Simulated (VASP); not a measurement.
# MgSn2N2 (R3m) in VASP: further runs, part 2 of 2

VASP 6.6.1. Earlier steps stand in the parts before.

## 5. Single point, PBE

This run uses another cell than the first one, of 20.94 Å³/atom.

The input, INCAR:

```
SYSTEM = MgSn2N2
PREC     = Accurate       ! precision mode
ENCUT    = 520            ! plane-wave cutoff, eV
EDIFF    = 1E-7           ! SCF threshold, eV
ISMEAR   = 0              ! smearing method
SIGMA    = 0.1            ! smearing width, eV
LREAL    = .FALSE.        ! projectors in reciprocal space
LASPH    = .TRUE.         ! aspherical terms in the spheres
NELM     = 60             ! most SCF steps
ALGO     = Normal         ! electronic algorithm
ISIF     = 2              ! what is computed and relaxed
LWAVE    = .FALSE.        ! write WAVECAR
LCHARG   = .FALSE.        ! write CHGCAR
GGA      = PE             ! functional
NBANDS   = 28             ! bands
```

The input, KPOINTS:

```
regular mesh
0
G
  12 12 12
  0 0 0
```

The input, POSCAR:

```
MgSn2N2
1.0
    2.7103221872      1.5648052443      4.1140914872
   -2.7103221872      1.5648052443      4.1140914872
    0.0000000000     -3.1296104887      4.1140914872
Mg Sn N
1 2 2
Direct
    0.3229275163      0.3229275163      0.3229275163
    0.0638028714      0.0638028714      0.0638028714
    0.8077396764      0.8077396764      0.8077396764
    0.5902997816      0.5902997816      0.5902997816
    0.4980931344      0.4980931344      0.4980931344
```

Potentials or basis: VASP PAW PBE potentials, release 64 (Mg, Sn_d, N).

Launch:

```
cat potpaw_PBE.64/Mg/POTCAR potpaw_PBE.64/Sn_d/POTCAR potpaw_PBE.64/N/POTCAR > POTCAR
mpirun -np 1 vasp_std > vasp.out
```

OUTCAR:

```text
SYSTEM = MgSn2N2
   PREC = Accurate
   ENCUT = 520
   EDIFF = 1E-7
   ISMEAR = 0
   LREAL = .FALSE.
   LASPH = .TRUE.
   NELM = 60
   ISIF = 2
   GGA = PE

 ion  position               nearest neighbor table
   1  0.323  0.323  0.323-   5 2.16   2 3.20   2 3.26   2 3.26   2 3.26   3 3.65   3 3.65   3 3.65

   2  0.064  0.064  0.064-   3 3.16   1 3.20   1 3.26   1 3.26   1 3.26   3 3.27   3 3.27   3 3.27

   3  0.808  0.808  0.808-   4 2.68   2 3.16   2 3.27   2 3.27   2 3.27   1 3.65   1 3.65   1 3.65

   4  0.590  0.590  0.590-   5 1.14   3 2.68
   5  0.498  0.498  0.498-   4 1.14   1 2.16

  LATTYP: Found a trigonal (rhomboedric) cell.
 ALAT       =     5.1691595619
 COS(alpha) =     0.4501655339

  Lattice vectors:

 A1 = (   2.7103221872,   1.5648052443,   4.1140914872)
 A2 = (  -2.7103221872,   1.5648052443,   4.1140914872)
 A3 = (   0.0000000000,  -3.1296104887,   4.1140914872)

Analysis of symmetry for initial positions (statically):
=====================================================================
 Subroutine PRICEL returns:
 Original cell was already a primitive cell.

 Routine SETGRP: Setting up the symmetry group for a
 trigonal (rhombohedral) supercell.

 Subroutine GETGRP returns: Found  6 space group operations
 (whereof  6 operations were pure point group operations)
 out of a pool of 12 trial point group operations.

The static configuration has the point symmetry C_3v.

Analysis of symmetry for dynamics (positions and initial velocities):
=====================================================================
 Subroutine PRICEL returns:
 Original cell was already a primitive cell.

 Routine SETGRP: Setting up the symmetry group for a
 trigonal (rhombohedral) supercell.

 Subroutine GETGRP returns: Found  6 space group operations
 (whereof  6 operations were pure point group operations)
 out of a pool of 12 trial point group operations.

The dynamic configuration has the point symmetry C_3v.
[... 124 lines left out ...]
     AMIX     =   0.40;   BMIX     =  1.00
     AMIX_MAG =   1.60;   BMIX_MAG =  1.00
  volume/ion in A,a.u.               =      20.94       141.30
  Fermi-wavevector in a.u.,A,eV,Ry     =   1.187935  2.244872 19.200401  1.411190
  Thomas-Fermi vector in A             =   2.324076
   LORBIT       =      0    0 simple, 1 ext, 2 COOP (PROOUT), +10 PAW based schemes
   GGA     = PE    functional components
   LHFCALC =     F    Hartree Fock is set to
   AEXX    =    0.0000 exact exchange contribution
   IVDW    =     0    specifies the selected vdW correction
   LEPSILON=     F    determine dielectric tensor
   LRPA    =     F    only Hartree local field effects (RPA)
 non-spin polarized calculation
 Gauss-broadening in eV      SIGMA  =   0.10
  energy-cutoff  :      520.00
  volume of cell :      104.69
 maximum number of plane-waves:      2838
   NGX = 19   NGY = 19   NGZ = 19

 number of electron      40.0000003 magnetization

 Free energy of the ion-electron system (eV)
  ---------------------------------------------------
  ext. energy  EPLUGINS =         0.00000000
  ---------------------------------------------------
  free energy    TOTEN  =       -24.64370439 eV

  energy without entropy =      -24.63744215  energy(sigma->0) =      -24.64057327

 E-fermi :   5.4111     XC(G=0):  -9.5141

 val. band max:        5.4100277349   @ k =  -0.4167   0.2500   0.2500
 cond. band min:       5.4278284903   @ k =   0.0833   0.0000  -0.0000
 fundamental gap:      0.0178007554
 Fermi energy:         5.4111228903

 k-point     1 :       0.0000    0.0000    0.0000
  band No.  band energies     occupation
      1     -18.3831      2.00000
      2     -16.3343      2.00000
      3     -16.3147      2.00000
      4     -16.3147      2.00000
      5     -16.2945      2.00000
      6     -16.2945      2.00000
[... 733 lines left out ...]
     27      10.5479      0.00000
     28      11.5963      0.00000

 [... further k-points ...]

------------------------ aborting loop because EDIFF is reached ----------------------------------------

  FORCE on cell =-STRESS in cart. coord.  units (eV):
  Direction    XX          YY          ZZ          XY          YZ          ZX
  --------------------------------------------------------------------------------------
  -------------------------------------------------------------------------------------
  Total       -0.0749074     -0.0749074      0.9991199      0.0000000     -0.0000000      0.0000000
  in kB       -1.1463803     -1.1463803     15.2905032      0.0000000     -0.0000000      0.0000000
  external PRESSURE =       4.3325809 kB  Pullay stress =       0.0000000 kB

 VOLUME and BASIS-vectors are now :
 -----------------------------------------------------------------------------
  energy-cutoff  :      520.00
  volume of cell :      104.69
      direct lattice vectors                 reciprocal lattice vectors
     2.710322187  1.564805244  4.114091487     0.184479913  0.106509527  0.081022343
    -2.710322187  1.564805244  4.114091487    -0.184479913  0.106509527  0.081022343
     0.000000000 -3.129610489  4.114091487     0.000000000 -0.213019054  0.081022343

 POSITION                                       TOTAL-FORCE (eV/Angst)
 -----------------------------------------------------------------------------------
      0.00000     -0.00000      3.98566         0.000000     -0.000000      0.024501
      0.00000     -0.00000      0.78747         0.000000     -0.000000      0.001060
      0.00000     -0.00000      9.96934         0.000000      0.000000     -0.013045
      0.00000     -0.00000      7.28564         0.000000     -0.000000      1.040509
      0.00000     -0.00000      6.14760         0.000000      0.000000     -1.053024
 -----------------------------------------------------------------------------------
    total drift:                                0.000000     -0.000000     -0.000652

  FREE ENERGIE OF THE ION-ELECTRON SYSTEM (eV)
  ---------------------------------------------------
  free  energy   TOTEN  =       -24.6437043944 eV

  energy  without entropy=      -24.6374421500  energy(sigma->0) =      -24.64057327
```

OSZICAR:

```text
N       E                     dE             d eps       ncg     rms          rms(c)
DAV:   1     0.387245899756E+03    0.38725E+03   -0.18936E+04 10796   0.191E+03
DAV:   2     0.343464080049E+02   -0.35290E+03   -0.34139E+03 10756   0.490E+02
DAV:   3    -0.228227410937E+02   -0.57169E+02   -0.56161E+02 13192   0.171E+02
DAV:   4    -0.259188553602E+02   -0.30961E+01   -0.30520E+01 12428   0.414E+01
DAV:   5    -0.260054663344E+02   -0.86611E-01   -0.86508E-01 12028   0.750E+00    0.885E+00
DAV:   6    -0.249521770787E+02    0.10533E+01   -0.16521E+01 13196   0.153E+01    0.531E+00
DAV:   7    -0.247043685617E+02    0.24781E+00   -0.95330E-01 12436   0.725E+00    0.314E+00
DAV:   8    -0.246646906862E+02    0.39678E-01   -0.72421E-01 14512   0.350E+00    0.986E-01
DAV:   9    -0.246440452890E+02    0.20645E-01   -0.13386E-01 12992   0.194E+00    0.352E-01
DAV:  10    -0.246437636597E+02    0.28163E-03   -0.24631E-02 12464   0.791E-01    0.141E-01
DAV:  11    -0.246436884231E+02    0.75237E-04   -0.26026E-03 11616   0.281E-01    0.365E-02
DAV:  12    -0.246437010450E+02   -0.12622E-04   -0.23752E-04 12648   0.112E-01    0.215E-02
DAV:  13    -0.246437041260E+02   -0.30809E-05   -0.59076E-05 12072   0.498E-02    0.560E-03
DAV:  14    -0.246437044543E+02   -0.32835E-06   -0.56893E-06 11400   0.195E-02    0.235E-03
DAV:  15    -0.246437043944E+02    0.59888E-07   -0.97787E-07 14220   0.679E-03
   1 F= -.24643704E+02 E0= -.24640573E+02  d E =-.626224E-02
```

stdout:

```text
POSCAR found type information on POSCAR MgSnN
 POSCAR found :  3 types and       5 ions
 scaLAPACK will be used
 LDA part: xc-table for (Slater+PW92), standard interpolation
 POSCAR, INCAR and KPOINTS ok, starting setup
 FFT: planning ... GRIDC
 FFT: planning ... GRID_SOFT
 FFT: planning ... GRID
 WAVECAR not read
 entering main loop
```

It took 9.3 min on 1 thread of Intel Xeon Platinum 8375C at 2.90GHz (Ice Lake), shared host; peak memory 0.62 GiB.

Results:

* Free energy: -24.6437 eV
* Pressure: 0.4 GPa
* Largest force: 1.053 eV/Å
* Band gap on the k mesh: zero (bands 20 and 21 overlap by 0.56 eV)

Forces on the atoms (eV/Å):
```
Mg   0.000  0.000  0.025
Sn   0.000  0.000  0.001
Sn   0.000  0.000 -0.013
N    0.000  0.000  1.041
N    0.000  0.000 -1.053
```

Stress tensor (GPa, compression positive):
```
-0.11  0.00  0.00
 0.00 -0.11  0.00
 0.00  0.00  1.53
```

Caveat: the standard files for N, O and F lose accuracy on very short bonds; spin-orbit coupling is left out, which moves the levels of the heavy elements; forces of over 1 eV/Å act on the atoms, so gaps and moduli don't describe the material at rest.

## 6. Summary

```csv
task,cell,k mesh,cutoff (eV),gap on the mesh (eV),pressure (GPa),largest force (eV/Å)
single point,"a = 4.823 Å, angles 67.7°, 5 atoms, atomic positions A",6 × 6 × 6,520,none,33.0,30.35
single point,"a = 5.162 Å, angles 63.4°, 5 atoms, atomic positions B",6 × 6 × 6,520,none,0.4,1.05
relaxation of cell and atoms,"relaxed from a = 4.823 Å, angles 67.7°, 5 atoms, atomic positions A",6 × 6 × 6,600,none,0.0,0.02
single point,"a = 5.169 Å, angles 63.2°, 5 atoms, atomic positions C",12 × 12 × 12,520,none,0.4,1.05
```

Alike in all rows: level PBE; potentials or basis VASP PAW PBE potentials, release 64 (Mg, Sn_d, N); no spin polarisation; smearing gaussian 0.1 eV.

Caveats: spin-orbit coupling is left out, which moves the levels of the heavy elements; forces of over 1 eV/Å act on the atoms, so gaps and moduli don't describe the material at rest (at least some runs); the standard files for N, O and F lose accuracy on very short bonds (at least some runs); atoms lie so close that the PAW spheres overlap strongly, which falsifies energies and pressures (at least some runs); the stress differs along the axes, from -1 to 101 GPa (at least some runs); a cell axis changed by over 15 % at a fixed basis, so the end point is rough (at least some runs).

Total energies depend on the potentials used, so only differences within one code and one set of settings carry meaning.

The gap in the log of VASP goes by the Fermi energy; the results here count the filled bands.